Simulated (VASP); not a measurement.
Ag2O: electric field gradients with PBE

Crystal: Ag2O.

```xyz
6
Lattice="4.7306 0.0000 0.0000 0.0000 4.7306 0.0000 0.0000 0.0000 4.7306" Properties=species:S:1:pos:R:3 pbc="T T T"
Ag    3.5480    3.5480    3.5480
Ag    3.5480    1.1827    1.1827
Ag    1.1827    1.1827    3.5480
Ag    1.1827    3.5480    1.1827
O     0.0000    0.0000    0.0000
O     2.3653    2.3653    2.3653
```

```yaml
Program: VASP 6.6.1
Task: electric field gradients
Functional: PBE
Potentials_or_basis: VASP PAW PBE potentials, release 64 (Ag, O)
Cutoff: 520 eV
k_mesh: 5 × 5 × 5
Occupations: fermi-dirac, width 0.02 eV
Spin: no spin polarisation
Dipole_correction: no
Further_INCAR_settings: ALGO = Normal; EDIFF = 1e-08; NBANDS = 37
```

- Pressure: 4.0 GPa

Levels at points of the mesh, in eV from the Fermi level:
| k point | band 25 | band 26 | band 27 | band 28 | band 29 | band 30 | band 31 | band 32 |
| --- | --- | --- | --- | --- | --- | --- | --- | --- |
| (0.00, 0.00, 0.00) | -2.67 | -0.03 | -0.03 | -0.03 | -0.01 | 2.02 | 2.02 | 7.23 |

Electric field gradients, principal values (V/Å²):
| atom | least | middle | greatest (by size) |
| --- | --- | --- | --- |
| 1 Ag | 89.011 | 89.011 | -178.022 |
| 2 Ag | 89.011 | 89.011 | -178.022 |
| 3 Ag | 89.011 | 89.011 | -178.022 |
| 4 Ag | 89.011 | 89.011 | -178.022 |
| 5 O | 0.000 | 0.000 | 0.000 |
| 6 O | 0.000 | 0.000 | 0.000 |

Wall time 38 s on 1 thread of Intel(R) Xeon(R) Platinum 8259CL CPU @ 2.50GHz (Skylake/Cascade Lake) (shared host), peak memory 0.21 GiB.

Caveat: without QUAD_EFG the Cq values of the log hold for a quadrupole moment of 1 mb, not for the nuclei.
